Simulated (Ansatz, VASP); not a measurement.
**Two plane-wave programs on ScSi2**

```
CELL_PARAMETERS angstrom
3.66000 0.00000 0.00000
-1.83000 3.16965 0.00000
0.00000 0.00000 3.87000
ATOMIC_POSITIONS crystal
Sc 0.00000 0.00000 0.00000
Si 0.33333 0.66667 0.50000
Si 0.66667 0.33333 0.50000
```

Alike in both runs: task relaxation of cell and atoms; functional r2SCAN; k mesh 6 × 6 × 6; occupations gaussian, width 0.1 eV; no spin polarisation.

|  | VASP | Ansatz |
| --- | --- | --- |
| version | VASP 6.6.1 | Ansatz 0.2.0 |
| potentials or method | VASP PAW PBE potentials, release 64 (Sc_sv, Si), cutoff 600 eV | scalar-relativistic, plane waves, PAW |
| valence electrons in the cell | 19 | 19 |

|  | VASP | Ansatz | Ansatz less VASP |
| --- | --- | --- | --- |
| gap on the k mesh at the Fermi level, each at its own relaxed structure (eV) | none | none | - |
| relaxed volume (Å³/atom) | 16.92 | 16.82 | -0.095 |
| relaxed cell length with the largest relative difference (Å) | 3.976 | 3.967 | -0.0084 |

VASP's potentials were made for PBE, not for r2SCAN. A gap of «none» marks a metal or a gap that the smearing closes.
